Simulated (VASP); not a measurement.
# F (C2/m) in VASP: further runs

The runs below take F through relaxation of shape and atoms at fixed volume, single point, with PBE+D3(BJ).

Program: VASP 6.6.1. These are calculated values, not measurements. Logs are shortened: lines on timing, memory, paths and dates and some standing lists are left out, and cuts for length are marked.

### 1 The cell of the first run

Symmetry: C2/m, No. 12, monoclinic system. Conventional cell: a = 6.069 Å, b = 3.468 Å, c = 7.694 Å, α = 90.00°, β = 108.25°, γ = 90.00°. F (site symmetry m) has 1 F at 1.43 Å within 1.9 Å. F (site symmetry m) has 1 F at 1.43 Å within 1.9 Å.

### 2 Relaxation of shape and atoms at fixed volume, PBE+D3(BJ) (volume scaled by 1.10)

INCAR reads:

```
SYSTEM = F
PREC     = Accurate       ! precision mode
ENCUT    = 600            ! plane-wave cutoff, eV
EDIFF    = 1E-6           ! SCF threshold, eV
ISMEAR   = 0              ! smearing method
SIGMA    = 0.02           ! smearing width, eV
LREAL    = .FALSE.        ! projectors in reciprocal space
LASPH    = .TRUE.         ! aspherical terms in the spheres
NELM     = 100            ! most SCF steps
ALGO     = Normal         ! electronic algorithm
ISIF     = 4              ! what is computed and relaxed
LWAVE    = .FALSE.        ! write WAVECAR
LCHARG   = .FALSE.        ! write CHGCAR
GGA      = PE             ! functional
IVDW     = 12             ! dispersion correction
IBRION   = 2              ! ionic algorithm
NSW      = 50             ! ionic steps
EDIFFG   = -0.01          ! ionic threshold
```

KPOINTS reads:

```
regular mesh
0
G
  8 8 4
  0 0 0
```

POSCAR reads:

```
F
1.0
    3.0309934081     -1.7339033791     -0.1418191398
    3.0309934081      1.7339033791     -0.1418191398
   -2.0653040146      0.0000000000      7.4113348667
F
4
Direct
    0.0736709194      0.0736709194      0.0933089308
    0.9263290806      0.9263290806      0.9066910692
    0.5018328815      0.5018328815      0.5935968932
    0.4981671185      0.4981671185      0.4064031068
```

Potentials or basis: VASP PAW PBE potentials, release 64 (F).

Started as:

```
$ cat potpaw_PBE.64/F/POTCAR > POTCAR
$ mpirun -np 1 vasp_std > vasp.out
```

OUTCAR:

```text
SYSTEM = F
   PREC = Accurate
   ENCUT = 600
   EDIFF = 1E-6
   ISMEAR = 0
   LREAL = .FALSE.
   LASPH = .TRUE.
   NELM = 100
   ISIF = 4
   GGA = PE
   IVDW = 12
   IBRION = 2
   NSW = 50
   EDIFFG = -0.01
 IVDW          = 12

 ion  position               nearest neighbor table
   1  0.074  0.074  0.093-   2 1.43
   2  0.926  0.926  0.907-   1 1.43
   3  0.502  0.502  0.594-   4 1.43
   4  0.498  0.498  0.406-   3 1.43

  LATTYP: Found a base centered monoclinic cell.
 ALAT       =     6.0686188572
 B/A-ratio  =     0.5714326175
 C/A-ratio  =     1.2677880476
 COS(beta)  =    -0.3131698369

  Lattice vectors:

 A1 = (   3.0309934081,  -1.7339033791,  -0.1418191398)
 A2 = (   3.0309934081,   1.7339033791,  -0.1418191398)
 A3 = (  -2.0653040146,   0.0000000000,   7.4113348667)

Analysis of symmetry for initial positions (statically):
=====================================================================
 Subroutine PRICEL returns:
 Original cell was already a primitive cell.

 Routine SETGRP: Setting up the symmetry group for a
 base centered monoclinic supercell.

 Subroutine GETGRP returns: Found  4 space group operations
 (whereof  4 operations were pure point group operations)
 out of a pool of  4 trial point group operations.

The static configuration has the point symmetry C_2h.

Analysis of symmetry for dynamics (positions and initial velocities):
=====================================================================
 Subroutine PRICEL returns:
 Original cell was already a primitive cell.

 Routine SETGRP: Setting up the symmetry group for a
 base centered monoclinic supercell.

 Subroutine GETGRP returns: Found  4 space group operations
 (whereof  4 operations were pure point group operations)
 out of a pool of  4 trial point group operations.

The dynamic configuration has the point symmetry C_2h.

 Subroutine INISYM returns: Found  4 space group operations
 (whereof  4 operations are pure point group operations),
 and found     1 'primitive' translations

----------------------------------------------------------------------------------------

                                     Primitive cell

  volume of cell :      76.8841

  direct lattice vectors                    reciprocal lattice vectors
     3.030993408 -1.733903379 -0.141819140     0.167141744 -0.288366703  0.046577104
[... 85 lines left out ...]
   LNONCOLLINEAR =      F non collinear calculations
   LSORBIT =      F    spin-orbit coupling
   LASPH  =      T    aspherical Exc in radial PAW
   ENCUT  =  600.0 eV  44.10 Ry    6.64 a.u.   6.98  6.98 15.37*2*pi/ulx,y,z
   NELM   =    100;   NELMIN=  2; NELMDL= -5     # of ELM steps
   EDIFF  = 0.1E-05   stopping-criterion for ELM
   LREAL  =      F    real-space projection
   EDIFFG = -.1E-01   stopping-criterion for IOM
   NSW    =     50    number of steps for IOM
   IBRION =      2    ionic relax: 0-MD 1-quasi-New 2-CG
   NFREE  =      1    steps in history (QN), initial steepest desc. (CG)
   ISIF   =      4    stress and relaxation
   ISYM   =      2    0-nonsym 1-usesym 2-fastsym
   POTIM  = 0.5000    time-step for ionic-motion
   TEBEG  =    0.0;   TEEND  =   0.0 temperature during run
   PSTRESS=    0.0 pullay stress
   NELECT =      28.0000    total number of electrons
   NUPDOWN=      -1.0000    fix difference up-down
   EMIN   =  10.00;   EMAX   =-10.00  energy-range for DOS
   EFERMI =   0.00;   METHOD = LEGACY
   ISMEAR =     0;   SIGMA  =   0.02  broadening in eV -4-tet -1-fermi 0-gaus
   EFERMI_NEDOS =   21; number of points for ismear=-14 and -15
   IALGO  =     38    algorithm
   IMIX   =      4    mixing-type and parameters
     AMIX     =   0.40;   BMIX     =  1.00
     AMIX_MAG =   1.60;   BMIX_MAG =  1.00
  volume/ion in A,a.u.               =      19.22       129.71
  Fermi-wavevector in a.u.,A,eV,Ry     =   1.169092  2.209264 18.596120  1.366776
  Thomas-Fermi vector in A             =   2.305570
   LORBIT       =      0    0 simple, 1 ext, 2 COOP (PROOUT), +10 PAW based schemes
   GGA     = PE    functional components
   LHFCALC =     F    Hartree Fock is set to
   AEXX    =    0.0000 exact exchange contribution
   IVDW    =    12    specifies the selected vdW correction
   LEPSILON=     F    determine dielectric tensor
   LRPA    =     F    only Hartree local field effects (RPA)
 conjugate gradient relaxation of ions
 non-spin polarized calculation
 Gauss-broadening in eV      SIGMA  =   0.02
  energy-cutoff  :      600.00
  volume of cell :       76.88
 maximum number of plane-waves:      2586
   NGX = 13   NGY = 13   NGZ = 31

--------------------------------------- Ionic step        1  -------------------------------------------

 number of electron      27.9999998 magnetization

 Free energy of the ion-electron system (eV)
  ---------------------------------------------------
  ext. energy  EPLUGINS =         0.00000000
  ---------------------------------------------------
  free energy    TOTEN  =        -7.32435782 eV

  energy without entropy =       -7.32435782  energy(sigma->0) =       -7.32435782

------------------------ aborting loop because EDIFF is reached ----------------------------------------

 Edisp (eV)   -0.09337

 E8    (eV) :    -0.0199
[... 111 lines left out ...]
  FREE ENERGIE OF THE ION-ELECTRON SYSTEM (eV)
  ---------------------------------------------------
  free  energy   TOTEN  =        -7.4198379620 eV

  energy  without entropy=       -7.4198379620  energy(sigma->0) =       -7.41983796

[... ionic steps 4 to 27 ...]

--------------------------------------- Ionic step       28  -------------------------------------------

 number of electron      28.0000007 magnetization

------------------------ aborting loop because EDIFF is reached ----------------------------------------
[... 79 lines left out ...]
--------------------------------------- Ionic step       30  -------------------------------------------

 number of electron      28.0000007 magnetization

 Free energy of the ion-electron system (eV)
  ---------------------------------------------------
  ext. energy  EPLUGINS =         0.00000000
  ---------------------------------------------------
  free energy    TOTEN  =        -7.32962586 eV

  energy without entropy =       -7.32962586  energy(sigma->0) =       -7.32962586

 E-fermi :  -5.7763     XC(G=0):  -6.8628

 val. band max:       -5.9366807429   @ k =   0.5000   0.5000   0.0000
 cond. band min:      -3.1700733739   @ k =   0.0000   0.0000   0.0000
 fundamental gap:      2.7666073691
 Fermi energy:        -5.7762644072

 k-point     1 :       0.0000    0.0000    0.0000
  band No.  band energies     occupation
      1     -30.6076      2.00000
      2     -30.5056      2.00000
      3     -24.5892      2.00000
      4     -24.3554      2.00000
      5     -12.3091      2.00000
      6     -11.7344      2.00000
[... 481 lines left out ...]
      5     -12.0987      2.00000
      6     -11.9405      2.00000
[... 10 lines left out ...]
     17       4.2677      0.00000
     18       5.0973      0.00000

 [... further k-points ...]

------------------------ aborting loop because EDIFF is reached ----------------------------------------

 Edisp (eV)   -0.09283

 E8    (eV) :    -0.0197
[... 27 lines left out ...]
  FREE ENERGIE OF THE ION-ELECTRON SYSTEM (eV)
  ---------------------------------------------------
  free  energy   TOTEN  =        -7.4224584841 eV

  energy  without entropy=       -7.4224584841  energy(sigma->0) =       -7.42245848

 reached required accuracy - stopping structural energy minimisation
```

OSZICAR:

```text
N       E                     dE             d eps       ncg     rms          rms(c)
DAV:   1     0.217063601692E+03    0.21706E+03   -0.16658E+04  2808   0.158E+03
DAV:   2     0.125129786894E+01   -0.21581E+03   -0.21243E+03  4446   0.338E+02
DAV:   3    -0.888082569938E+01   -0.10132E+02   -0.10096E+02  3110   0.787E+01
DAV:   4    -0.895397816258E+01   -0.73152E-01   -0.73131E-01  3196   0.767E+00
[... 187 lines left out ...]
DAV:   3    -0.732962322086E+01    0.20817E-05   -0.23486E-06  2678   0.169E-02    0.258E-03
DAV:   4    -0.732962316573E+01    0.55127E-07   -0.11533E-07  1404   0.495E-03
  29 F= -.74224556E+01 E0= -.74224556E+01  d E =-.565248E-05
       N       E                     dE             d eps       ncg     rms          rms(c)
DAV:   1    -0.732962584389E+01   -0.26230E-05   -0.39382E-04  2808   0.190E-01    0.855E-03
DAV:   2    -0.732962586030E+01   -0.16411E-07   -0.61132E-06  2852   0.232E-02
  30 F= -.74224585E+01 E0= -.74224585E+01  d E =-.290468E-05
```

CONTCAR:

```text
F
   1.00000000000000
     3.0879721864701479   -1.7743508836576642   -0.1618168873701904
     3.0879721864701479    1.7743508836576642   -0.1618168873701904
    -2.1667628266188759    0.0000000000000000    7.1296069786836380
  F
     4
Direct
     0.0760241047582411    0.0760241047582411    0.0966324092893266
     0.9239758952417588    0.9239758952417588    0.9033675907106735
     0.5032926703739325    0.5032926703739325    0.5965852723526939
     0.4967073296260677    0.4967073296260677    0.4034147276473063

  0.00000000E+00  0.00000000E+00  0.00000000E+00
  0.00000000E+00  0.00000000E+00  0.00000000E+00
  0.00000000E+00  0.00000000E+00  0.00000000E+00
  0.00000000E+00  0.00000000E+00  0.00000000E+00
```

Wall time 11 min (1 thread of Intel Xeon Platinum 8488C (Sapphire Rapids), shared host); peak memory 0.27 GiB.

What came out:

| Item | Value |
| --- | --- |
| Free energy | -7.4225 eV |
| Energy gained by relaxing | 1.2 meV/atom |
| Ionic steps | 30 |
| Pressure after relaxing | -0.6 GPa |
| Largest force after relaxing | 0.009 eV/Å |
| Band gap on the k mesh | 2.77 eV, indirect (least direct gap 2.83 eV) |
| Dispersion energy per atom | -0.023 eV |

Forces on the atoms (eV/Å):
```
F    0.009  0.000  0.001
F   -0.009  0.000 -0.001
F    0.003  0.000 -0.008
F   -0.003  0.000  0.008
```

The path:
| step | energy change (eV) | largest force (eV/Å) | pressure (GPa) | volume (Å³) |
| --- | --- | --- | --- | --- |
| 1 | 0.0000 | 0.2520 | -1.13 | 76.88 |
| 2 | 0.0178 | 0.8760 | 1.08 | 76.88 |
| 3 | -0.0021 | 0.0093 | -0.61 | 76.88 |
| 4 | -0.0021 | 0.0149 | -0.59 | 76.88 |
| 5 | -0.0022 | 0.0184 | -0.60 | 76.88 |
| 6 | -0.0024 | 0.0294 | -0.59 | 76.88 |
| 7 | -0.0028 | 0.0526 | -0.58 | 76.88 |
| 8 | -0.0034 | 0.1007 | -0.57 | 76.88 |
| 9 | -0.0037 | 0.2035 | -0.51 | 76.88 |
| 10 | -0.0037 | 0.2023 | -0.51 | 76.88 |
| 11 | -0.0037 | 0.1990 | -0.52 | 76.88 |
| 12 | -0.0038 | 0.1926 | -0.52 | 76.88 |
| 13 | -0.0039 | 0.1799 | -0.53 | 76.88 |
| 14 | -0.0041 | 0.1539 | -0.52 | 76.88 |
| 15 | -0.0044 | 0.1045 | -0.54 | 76.88 |
| 16 | -0.0044 | 0.0489 | -0.55 | 76.88 |
| 17 | -0.0045 | 0.0698 | -0.55 | 76.88 |
| 18 | -0.0045 | 0.0759 | -0.53 | 76.88 |
| 19 | -0.0046 | 0.0623 | -0.53 | 76.88 |
| 20 | -0.0047 | 0.0353 | -0.54 | 76.88 |
| 21 | -0.0047 | 0.0586 | -0.53 | 76.88 |
| 22 | -0.0047 | 0.0203 | -0.52 | 76.88 |
| 23 | -0.0047 | 0.0144 | -0.53 | 76.88 |
| 24 | -0.0047 | 0.0156 | -0.52 | 76.88 |
| 25 | -0.0047 | 0.0178 | -0.52 | 76.88 |
| 26 | -0.0047 | 0.0115 | -0.53 | 76.88 |
| 27 | -0.0047 | 0.0120 | -0.56 | 76.88 |
| 28 | -0.0047 | 0.0104 | -0.56 | 76.88 |
| 29 | -0.0047 | 0.0108 | -0.56 | 76.88 |
| 30 | -0.0047 | 0.0086 | -0.55 | 76.88 |

Final structure:
```yaml
crystal:
  lattice:
    - [3.08797, -1.77435, -0.16182]
    - [3.08797, 1.77435, -0.16182]
    - [-2.16676, 0.00000, 7.12961]
  atoms:
    - { symbol: F, position: [0.07602, 0.07602, 0.09663] }
    - { symbol: F, position: [0.92398, 0.92398, 0.90337] }
    - { symbol: F, position: [0.50329, 0.50329, 0.59659] }
    - { symbol: F, position: [0.49671, 0.49671, 0.40341] }
```

Caveat: the cell differs from its parent crystal (volume scaled by 1.10). A k mesh can miss the band edges.

### 3 Single point, PBE+D3(BJ) (volume scaled by 0.91, then relaxed in part)

INCAR reads:

```
PREC = Accurate
ENCUT = 520
EDIFF = 1E-6
ISMEAR = 0
SIGMA = 0.02
LREAL = False
LASPH = True
NELM = 100
ALGO = Normal
ISIF = 2
LWAVE = False
LCHARG = True
GGA = PE
IVDW = 12
LELF = True
LVHAR = True
NBANDS = 22
```

KPOINTS reads:

```
regular mesh
0
Gamma
  8 8 4
```

POSCAR reads:

```
F
1.0
    2.8350270672     -1.6063231427     -0.1355649757
    2.8350270672      1.6063231427     -0.1355649757
   -1.9322046098      0.0000000000      7.0757628313
F
4
Direct
    0.0787944681      0.0787944681      0.0961182367
    0.9212055319      0.9212055319      0.9038817633
    0.4995845753      0.4995845753      0.5964257768
    0.5004154247      0.5004154247      0.4035742232
```

Potentials or basis: VASP PAW PBE potentials, release 64 (F).

Started as:

```
$ cat potpaw_PBE.64/F/POTCAR > POTCAR
$ mpirun -np 1 vasp_std > vasp.out
```

It took 42 s on 1 thread of Intel Xeon Platinum 8488C (Sapphire Rapids), shared host; peak memory 0.21 GiB.

Results (log left out):

```
Free energy                : -7.4070 eV
Pressure                   : 0.8 GPa
Largest force              : 0.377 eV/Å
Band gap on the k mesh     : 2.66 eV, indirect (least direct gap 2.72 eV)
Dispersion energy per atom : -0.030 eV
```

Forces on the atoms (eV/Å):
```
F    0.140  0.000  0.350
F   -0.140  0.000 -0.350
F   -0.098  0.000  0.363
F    0.098  0.000 -0.363
```

Stress tensor (GPa, compression positive):
```
 0.16  0.00  0.09
 0.00 -0.11  0.00
 0.09  0.00  2.22
```

Levels at points of the mesh, in eV from the valence-band top:
| k point | band 11 | band 12 | band 13 | band 14 | band 15 | band 16 | band 17 | band 18 |
| --- | --- | --- | --- | --- | --- | --- | --- | --- |
| (0.00, 0.00, 0.00) | -0.34 | -0.17 | -0.16 | -0.06 | 2.66 | 3.67 | 9.12 | 11.38 |
| (0.50, 0.00, 0.00) | -0.57 | -0.54 | -0.31 | -0.25 | 3.27 | 3.31 | 13.68 | 13.80 |
| (0.50, 0.50, 0.00) | -0.55 | -0.35 | -0.32 | 0.00 | 3.19 | 3.30 | 13.83 | 13.99 |
| (0.00, 0.00, 0.50) | -0.28 | -0.23 | -0.13 | -0.10 | 3.13 | 3.17 | 9.94 | 9.96 |
| (0.50, 0.00, 0.50) | -0.71 | -0.44 | -0.35 | -0.10 | 3.07 | 3.47 | 13.75 | 14.23 |
| (0.50, 0.50, 0.50) | -0.55 | -0.48 | -0.17 | -0.14 | 3.26 | 3.29 | 13.53 | 13.74 |

Caveat: the cell differs from its parent crystal (volume scaled by 0.91, then relaxed in part). A k mesh can miss the band edges.
